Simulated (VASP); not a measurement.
A run of VASP 6.6.1 is set up as follows.

The input INCAR:

```
SYSTEM = Os
ALGO = Normal
EDIFF = 1E-7
EDIFFG = -0.005
ENCUT = 600
GGA = PE
IBRION = 2
ISIF = 3
ISMEAR = -1
LASPH = .TRUE.
LCHARG = .FALSE.
LREAL = .FALSE.
LWAVE = .FALSE.
NELM = 80
NSW = 60
PREC = Accurate
PSTRESS = 1600.0
SIGMA = 0.1
```

Contents of KPOINTS:

```
k-points
0
G
  14 14 14
  0 0 0
```

The input POSCAR:

```
Os
1.0
    0.0000000000      2.3486811197      2.3486811197
    2.3486811197      0.0000000000      2.3486811197
    2.3486811197      2.3486811197      0.0000000000
Os
2
Direct
   -0.1250000000     -0.1250000000     -0.1250000000
    0.1250000000      0.1250000000      0.1250000000
```

Potentials or basis: VASP PAW PBE potentials, release 64 (Os).

Launch:

```bash
$ cat potpaw_PBE.64/Os/POTCAR > POTCAR
$ mpirun -np 1 vasp_std > vasp.out
```

**Question.** What does it give for the relaxed volume?

**Answer.** 14.89 Å³/atom.

**Question.** Estimate the space group after relaxing (to 0.1 Å).

**Answer.** Fd-3m (No. 227).

The path:
```
step  energy change (eV)  largest force (eV/Å)  pressure (GPa)  volume (Å³)
   1              0.0000                0.0000          292.15        25.91
   2             -2.2888                0.0000          -23.15        90.20
   3             -8.1826                0.0000           81.23        33.70
   4             -5.6562                0.0000          151.12        30.13
   5             -5.3108                0.0000          160.10        29.78
   6             -5.3911                0.0000          158.02        29.86
   7             -4.7178                0.0000          175.34        29.21
   8             -5.3151                0.0000          159.99        29.78
```

Caveat: the cell is relaxed towards a set pressure, so the run minimises the enthalpy, not the energy.
